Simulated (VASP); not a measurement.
# Cs3Y2I9 (P6_3/mmc) in VASP: electric field gradients with PBE

Aim: the electric field gradients of Cs3Y2I9 with PBE.

All numbers are computed with VASP 6.6.1; they aren't measurements. Logs are shortened: lines on timing, memory, paths and dates and some standing lists are left out, and cuts for length are marked.

### Step 1. The cell of the first run

The structure is hexagonal, space group P6_3/mmc (No. 194). The conventional cell has a = 8.406 Å, b = 8.406 Å, c = 21.280 Å, α = 90.00°, β = 90.00°, γ = 120.00°. Within 5.5 Å of Cs (site symmetry -6m2) lie 12 I at 4.20 to 4.25 Å and 6 Y at 5.25 Å. Cs (site symmetry 3m) has 12 I at 4.09 to 4.58 Å and 4 Y at 4.76 to 5.20 Å within 5.4 Å. Within 3.8 Å of Y (site symmetry 3m) lie 6 I at 2.92 to 3.13 Å. I (site symmetry mm2) has 2 Y at 3.13 Å and 8 I at 4.16 to 4.30 Å and 2 Cs at 4.20 Å within 4.3 Å. I (site symmetry m) has 1 Y at 2.92 Å within 3.8 Å.

### Step 2. Electric field gradients, PBE

Input file INCAR:

```
  PREC = Accurate
  ENCUT = 400
  EDIFF = 1E-8
  ISMEAR = -1
  SIGMA = 0.02
  LREAL = F
  LASPH = T
  NELM = 120
  ALGO = Normal
  ISIF = 2
  LWAVE = F
  LCHARG = F
  GGA = PE
  LEFG = T
  NBANDS = 132
  GGA_COMPAT = F
  KPAR = 4
```

Input file KPOINTS:

```
Automatic mesh
0
Gamma
  4 4 2
```

Input file POSCAR:

```
Cs3Y2I9
1.0
    8.4060000000      0.0000000000      0.0000000000
   -4.2030000000      7.2798095442      0.0000000000
    0.0000000000      0.0000000000     21.2800000000
Cs Y I
6 4 18
Direct
    0.0000000000      0.0000000000      0.2500000000
    0.0000000000      0.0000000000      0.7500000000
    0.3333333333      0.6666666667      0.0682904749
    0.6666666667      0.3333333333      0.5682904749
    0.3333333333      0.6666666667      0.4317095251
    0.6666666667      0.3333333333      0.9317095251
    0.6666666667      0.3333333333      0.1555121837
    0.3333333333      0.6666666667      0.6555121837
    0.6666666667      0.3333333333      0.3444878163
    0.3333333333      0.6666666667      0.8444878163
    0.5017320268      0.0034640537      0.2500000000
    0.4982679732      0.5017320268      0.7500000000
    0.9965359463      0.4982679732      0.2500000000
    0.4982679732      0.9965359463      0.7500000000
    0.5017320268      0.4982679732      0.2500000000
    0.0034640537      0.5017320268      0.7500000000
    0.8379378985      0.6758757971      0.0839685303
    0.1620621015      0.8379378985      0.5839685303
    0.3241242029      0.1620621015      0.0839685303
    0.1620621015      0.3241242029      0.5839685303
    0.8379378985      0.1620621015      0.0839685303
    0.6758757971      0.8379378985      0.5839685303
    0.3241242029      0.1620621015      0.4160314697
    0.1620621015      0.8379378985      0.9160314697
    0.8379378985      0.6758757971      0.4160314697
    0.6758757971      0.8379378985      0.9160314697
    0.8379378985      0.1620621015      0.4160314697
    0.1620621015      0.3241242029      0.9160314697
```

Potentials or basis: VASP PAW PBE potentials, release 64 (Cs_sv, Y_sv, I).

The run is started by

```console
$ cat potpaw_PBE.64/Cs_sv/POTCAR potpaw_PBE.64/Y_sv/POTCAR potpaw_PBE.64/I/POTCAR > POTCAR
$ mpirun -np 4 vasp_std > vasp.out
```

OUTCAR:

```text
PREC = Accurate
   ENCUT = 400
   EDIFF = 1E-8
   ISMEAR = -1
   LREAL = F
   LASPH = T
   NELM = 120
   ISIF = 2
   GGA = PE

 ion  position               nearest neighbor table
   1  0.000  0.000  0.250-
   2  0.000  0.000  0.750-
   3  0.333  0.667  0.068-
   4  0.667  0.333  0.568-
   5  0.333  0.667  0.432-
   6  0.667  0.333  0.932-
   7  0.667  0.333  0.156-  21 2.92  17 2.92  19 2.92  11 3.13  13 3.13  15 3.13   9 4.02
   8  0.333  0.667  0.656-  18 2.92  20 2.92  22 2.92  14 3.13  16 3.13  12 3.13  10 4.02
   9  0.667  0.333  0.344-  27 2.92  25 2.92  23 2.92  11 3.13  13 3.13  15 3.13   7 4.02
  10  0.333  0.667  0.844-  24 2.92  28 2.92  26 2.92  14 3.13  16 3.13  12 3.13   8 4.02
  11  0.502  0.003  0.250-   7 3.13   9 3.13
  12  0.498  0.502  0.750-   8 3.13  10 3.13
  13  0.997  0.498  0.250-   7 3.13   9 3.13
  14  0.498  0.997  0.750-   8 3.13  10 3.13
  15  0.502  0.498  0.250-   7 3.13   9 3.13
  16  0.003  0.502  0.750-   8 3.13  10 3.13
  17  0.838  0.676  0.084-   7 2.92
  18  0.162  0.838  0.584-   8 2.92
  19  0.324  0.162  0.084-   7 2.92
  20  0.162  0.324  0.584-   8 2.92
  21  0.838  0.162  0.084-   7 2.92
  22  0.676  0.838  0.584-   8 2.92
  23  0.324  0.162  0.416-   9 2.92
  24  0.162  0.838  0.916-  10 2.92
  25  0.838  0.676  0.416-   9 2.92
  26  0.676  0.838  0.916-  10 2.92
  27  0.838  0.162  0.416-   9 2.92
  28  0.162  0.324  0.916-  10 2.92

  LATTYP: Found a hexagonal cell.
 ALAT       =     8.4060000000
 C/A-ratio  =     2.5315251011

  Lattice vectors:

 A1 = (   8.4060000000,   0.0000000000,   0.0000000000)
 A2 = (  -4.2030000000,   7.2798095442,   0.0000000000)
 A3 = (   0.0000000000,   0.0000000000,  21.2800000000)

Analysis of symmetry for initial positions (statically):
=====================================================================
 Subroutine PRICEL returns:
 Original cell was already a primitive cell.

 Routine SETGRP: Setting up the symmetry group for a
 hexagonal supercell.

 Subroutine GETGRP returns: Found 24 space group operations
 (whereof 12 operations were pure point group operations)
 out of a pool of 24 trial point group operations.

The static configuration has the point symmetry D_3d.
 The point group associated with its full space group is D_6h.

Analysis of symmetry for dynamics (positions and initial velocities):
=====================================================================
 Subroutine PRICEL returns:
 Original cell was already a primitive cell.

 Routine SETGRP: Setting up the symmetry group for a
 hexagonal supercell.

 Subroutine GETGRP returns: Found 24 space group operations
 (whereof 12 operations were pure point group operations)
 out of a pool of 24 trial point group operations.

The dynamic configuration has the point symmetry D_3d.
 The point group associated with its full space group is D_6h.

 Subroutine INISYM returns: Found 24 space group operations
 (whereof 12 operations are pure point group operations),
 and found     1 'primitive' translations

----------------------------------------------------------------------------------------

                                     Primitive cell

  volume of cell :    1302.2100

  direct lattice vectors                    reciprocal lattice vectors
     8.406000000  0.000000000  0.000000000     0.118962646  0.068683116  0.000000000
    -4.203000000  7.279809544  0.000000000     0.000000000  0.137366231  0.000000000
     0.000000000  0.000000000 21.280000000     0.000000000  0.000000000  0.046992481

  length of vectors
     8.406000000  8.406000000 21.280000000     0.137366231  0.137366231  0.046992481

  position of ions in fractional coordinates (direct lattice)
     0.000000000  0.000000000  0.250000000
     0.000000000  0.000000000  0.750000000
     0.333333333  0.666666667  0.068290475
     0.666666667  0.333333333  0.568290475
     0.333333333  0.666666667  0.431709525
     0.666666667  0.333333333  0.931709525
[... 20 lines left out ...]
     0.837937899  0.162062101  0.416031470
     0.162062101  0.324124203  0.916031470
[... 92 lines left out ...]
   ISIF   =      2    stress and relaxation
   ISYM   =      2    0-nonsym 1-usesym 2-fastsym
   POTIM  = 0.5000    time-step for ionic-motion
   TEBEG  =    0.0;   TEEND  =   0.0 temperature during run
   PSTRESS=    0.0 pullay stress
   NELECT =     224.0000    total number of electrons
   NUPDOWN=      -1.0000    fix difference up-down
   EMIN   =  10.00;   EMAX   =-10.00  energy-range for DOS
   EFERMI =   0.00;   METHOD = LEGACY
   ISMEAR =    -1;   SIGMA  =   0.02  broadening in eV -4-tet -1-fermi 0-gaus
   EFERMI_NEDOS =   21; number of points for ismear=-14 and -15
   IALGO  =     38    algorithm
   IMIX   =      4    mixing-type and parameters
     AMIX     =   0.40;   BMIX     =  1.00
     AMIX_MAG =   1.60;   BMIX_MAG =  1.00
  volume/ion in A,a.u.               =      46.51       313.85
  Fermi-wavevector in a.u.,A,eV,Ry     =   0.910466  1.720532 11.278532  0.828949
  Thomas-Fermi vector in A             =   2.034632
   LORBIT       =      0    0 simple, 1 ext, 2 COOP (PROOUT), +10 PAW based schemes
   GGA     = PE    functional components
   LHFCALC =     F    Hartree Fock is set to
   AEXX    =    0.0000 exact exchange contribution
   IVDW    =     0    specifies the selected vdW correction
   LEPSILON=     F    determine dielectric tensor
   LRPA    =     F    only Hartree local field effects (RPA)
 non-spin polarized calculation
  energy-cutoff  :      400.00
  volume of cell :     1302.21
 maximum number of plane-waves:     23787
 NGX is ok and might be reduce to    56
   NGX = 27   NGY = 27   NGZ = 69

 number of electron     223.9999998 magnetization

 Free energy of the ion-electron system (eV)
  ---------------------------------------------------
  ext. energy  EPLUGINS =         0.00000000
  ---------------------------------------------------
  free energy    TOTEN  =      -100.65888125 eV

  energy without entropy =     -100.65888125  energy(sigma->0) =     -100.65888125

 E-fermi :   1.5973     XC(G=0):  -7.6491

 val. band max:        1.1479379035   @ k =   0.0000   0.0000   0.0000
 cond. band min:       3.6902144681   @ k =   0.0000   0.0000   0.0000
 fundamental gap:      2.5422765646
 Fermi energy:         1.5973043529

 k-point     1 :       0.0000    0.0000    0.0000
  band No.  band energies     occupation
      1     -40.9352      2.00000
      2     -40.9352      2.00000
      3     -40.9325      2.00000
      4     -40.9325      2.00000
      5     -20.9720      2.00000
      6     -20.9720      2.00000
[... 1005 lines left out ...]
    123       5.0843      0.00000
    124       5.0843      0.00000
 [bands above 124 left out]

------------------------ aborting loop because EDIFF is reached ----------------------------------------

  FORCE on cell =-STRESS in cart. coord.  units (eV):
  Direction    XX          YY          ZZ          XY          YZ          ZX
  --------------------------------------------------------------------------------------
  -------------------------------------------------------------------------------------
  Total        5.8369878      5.8369878      6.0452039      0.0000000     -0.0000000      0.0000000
  in kB        7.1815525      7.1815525      7.4377317      0.0000000     -0.0000000      0.0000000
  external PRESSURE =       7.2669456 kB  Pullay stress =       0.0000000 kB

 VOLUME and BASIS-vectors are now :
 -----------------------------------------------------------------------------
  energy-cutoff  :      400.00
  volume of cell :     1302.21
      direct lattice vectors                 reciprocal lattice vectors
     8.406000000  0.000000000  0.000000000     0.118962646  0.068683116  0.000000000
    -4.203000000  7.279809544  0.000000000     0.000000000  0.137366231  0.000000000
     0.000000000  0.000000000 21.280000000     0.000000000  0.000000000  0.046992481

 POSITION                                       TOTAL-FORCE (eV/Angst)
 -----------------------------------------------------------------------------------
      0.00000      0.00000      5.32000         0.000000      0.000000      0.000000
      0.00000      0.00000     15.96000         0.000000     -0.000000      0.000000
     -0.00000      4.85321      1.45322         0.000000      0.000000      0.002307
      4.20300      2.42660     12.09322         0.000000      0.000000      0.002307
     -0.00000      4.85321      9.18678         0.000000     -0.000000     -0.002307
      4.20300      2.42660     19.82678         0.000000     -0.000000     -0.002307
[... 20 lines left out ...]
      6.36256      1.17978      8.85315         0.000568     -0.000328     -0.002397
      0.00000      2.35956     19.49315         0.000000     -0.000656     -0.002397
 -----------------------------------------------------------------------------------
    total drift:                               -0.000001      0.000001      0.000000

  FREE ENERGIE OF THE ION-ELECTRON SYSTEM (eV)
  ---------------------------------------------------
  free  energy   TOTEN  =      -100.6588812514 eV

  energy  without entropy=     -100.6588812514  energy(sigma->0) =     -100.65888125

 Electric field gradients (V/A^2)
---------------------------------------------------------------------
 ion       V_xx      V_yy      V_zz      V_xy      V_xz      V_yz
---------------------------------------------------------------------
   1       5.399     5.399   -10.799     0.000    -0.000     0.000
   2       5.399     5.399   -10.799     0.000     0.000    -0.000
   3      -8.545    -8.545    17.090     0.001     0.000    -0.000
   4      -8.545    -8.545    17.090     0.001    -0.000     0.000
   5      -8.545    -8.545    17.090     0.001    -0.000     0.000
   6      -8.545    -8.545    17.090     0.001     0.000    -0.000
[... 20 lines left out ...]
  27      18.695   -20.481     1.786   -33.927    45.663   -26.364
  28     -40.068    38.282     1.786    -0.000    -0.000   -52.727
---------------------------------------------------------------------

 Electric field gradients after diagonalization (V/A^2)
 (convention: |V_zz| > |V_xx| > |V_yy|)
----------------------------------------------------------------------
 ion       V_xx      V_yy      V_zz     asymmetry (V_yy - V_xx)/ V_zz
----------------------------------------------------------------------
   1       5.400     5.399   -10.799       0.000
   2       5.400     5.399   -10.799       0.000
   3      -8.546    -8.544    17.090       0.000
   4      -8.546    -8.544    17.090       0.000
   5      -8.546    -8.544    17.090       0.000
   6      -8.546    -8.544    17.090       0.000
[... 20 lines left out ...]
  27     -40.068   -35.761    75.830       0.057
  28     -40.068   -35.762    75.829       0.057
----------------------------------------------------------------------

           NMR quadrupolar parameters

 Cq : quadrupolar parameter    Cq=e*Q*V_zz/h
 eta: asymmetry parameters     (V_yy - V_xx)/ V_zz
 Q  : nuclear electric quadrupole moment in mb (millibarn)
----------------------------------------------------------------------
 ion       Cq(MHz)       eta       Q (mb)
----------------------------------------------------------------------
   1      -0.026       0.000       1.000
   2      -0.026       0.000       1.000
   3       0.041       0.000       1.000
   4       0.041       0.000       1.000
   5       0.041       0.000       1.000
   6       0.041       0.000       1.000
[... 20 lines left out ...]
  27       0.183       0.057       1.000
  28       0.183       0.057       1.000
----------------------------------------------------------------------
```

It took 29 min on 4 MPI ranks of Intel Xeon Platinum 8259CL at 2.50GHz (Skylake/Cascade Lake), shared host; peak memory 1.3 GiB.

What came out:

- Free energy: -100.6589 eV
- Pressure: 0.7 GPa
- Band gap on the k mesh: 2.54 eV
- Largest electric field gradient by atom: Cs -10.8, +17.1 (each value once); Y +6.9; I -142.5, +75.8 (each value once) V/Å²

Forces in eV/Å, atoms in the order of the input:
```
Cs   0.000  0.000  0.000
Cs   0.000  0.000  0.000
Cs   0.000  0.000  0.002
Cs   0.000  0.000  0.002
Cs   0.000  0.000 -0.002
Cs   0.000  0.000 -0.002
Y    0.000  0.000 -0.002
Y    0.000  0.000 -0.002
Y    0.000  0.000  0.002
Y    0.000  0.000  0.002
I    0.000 -0.003  0.000
I    0.002 -0.001  0.000
I    0.002  0.001  0.000
I    0.000  0.003  0.000
I   -0.002  0.001  0.000
I   -0.002 -0.001  0.000
I    0.000  0.001  0.002
I   -0.001  0.000  0.002
I   -0.001  0.000  0.002
I    0.000 -0.001  0.002
I    0.001  0.000  0.002
I    0.001  0.000  0.002
I   -0.001  0.000 -0.002
I   -0.001  0.000 -0.002
I    0.000  0.001 -0.002
I    0.001  0.000 -0.002
I    0.001  0.000 -0.002
I    0.000 -0.001 -0.002
```

Electric field gradients, principal values (V/Å²):
| atom | least | middle | greatest (by size) |
| --- | --- | --- | --- |
| 1 Cs | 5.399 | 5.400 | -10.799 |
| 2 Cs | 5.399 | 5.400 | -10.799 |
| 3 Cs | -8.544 | -8.546 | 17.090 |
| 4 Cs | -8.544 | -8.546 | 17.090 |
| 5 Cs | -8.544 | -8.546 | 17.090 |
| 6 Cs | -8.544 | -8.546 | 17.090 |
| 7 Y | -3.431 | -3.432 | 6.863 |
| 8 Y | -3.431 | -3.432 | 6.863 |
| 9 Y | -3.431 | -3.432 | 6.863 |
| 10 Y | -3.431 | -3.432 | 6.863 |
| 11 I | 22.810 | 119.677 | -142.487 |
| 12 I | 22.810 | 119.677 | -142.487 |
| 13 I | 22.810 | 119.677 | -142.487 |
| 14 I | 22.810 | 119.677 | -142.487 |
| 15 I | 22.810 | 119.677 | -142.487 |
| 16 I | 22.810 | 119.677 | -142.487 |
| 17 I | -35.762 | -40.068 | 75.829 |
| 18 I | -35.761 | -40.068 | 75.830 |
| 19 I | -35.762 | -40.068 | 75.829 |
| 20 I | -35.762 | -40.068 | 75.829 |
| 21 I | -35.761 | -40.068 | 75.830 |
| 22 I | -35.762 | -40.068 | 75.829 |
| 23 I | -35.762 | -40.068 | 75.829 |
| 24 I | -35.761 | -40.068 | 75.830 |
| 25 I | -35.762 | -40.068 | 75.829 |
| 26 I | -35.762 | -40.068 | 75.829 |
| 27 I | -35.761 | -40.068 | 75.830 |
| 28 I | -35.762 | -40.068 | 75.829 |

Caveat: without QUAD_EFG the Cq values of the log hold for a quadrupole moment of 1 mb, not for the nuclei; spin-orbit coupling is left out, which moves the levels of the heavy elements.
